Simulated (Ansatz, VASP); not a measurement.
# SnO in VASP and in Ansatz

```xyz
4
Lattice="3.2925 0.0000 0.0000 0.0000 5.7393 0.0000 0.0000 0.0000 3.9880" Properties=species:S:1:pos:R:3 pbc="T T T"
Sn    0.0000    1.3231    2.0679
Sn    1.6463    4.4161    0.0739
O     0.0000    5.1223    2.9171
O     1.6463    0.6170    0.9231
```

Change from the starting cell: hydrostatic strain -0.3%.

Alike in both runs: task single point; functional PBE; k mesh 8 × 4 × 6; occupations fermi-dirac, width 0.02 eV; no spin polarisation.

|  | VASP | Ansatz |
| --- | --- | --- |
| version | VASP 6.6.1 | Ansatz 0.2.0 |
| potentials or method | VASP PAW PBE potentials, release 64 (Sn_d, O) | plane waves, PAW |
| plane-wave cutoff (eV) | 520 | 420 |
| valence electrons in the cell | 40 | 40 |

|  | VASP | Ansatz | Ansatz less VASP |
| --- | --- | --- | --- |
| gap on the k mesh at the Fermi level (eV) | 1.38 | 1.40 | +0.011 |
| pressure (GPa) | 5.1 | 4.8 | -0.25 |
| traceless stress, the component that is largest in VASP (GPa) | 0.99 | 0.95 | -0.036 |
| rms of the force components (eV/Å) | 0.274 | 0.237 | -0.0377 |

Atom by atom the forces differ by 0.039 eV/Å (rms over components). The functional is the same, so the differences come from potentials, cutoffs and numerics.
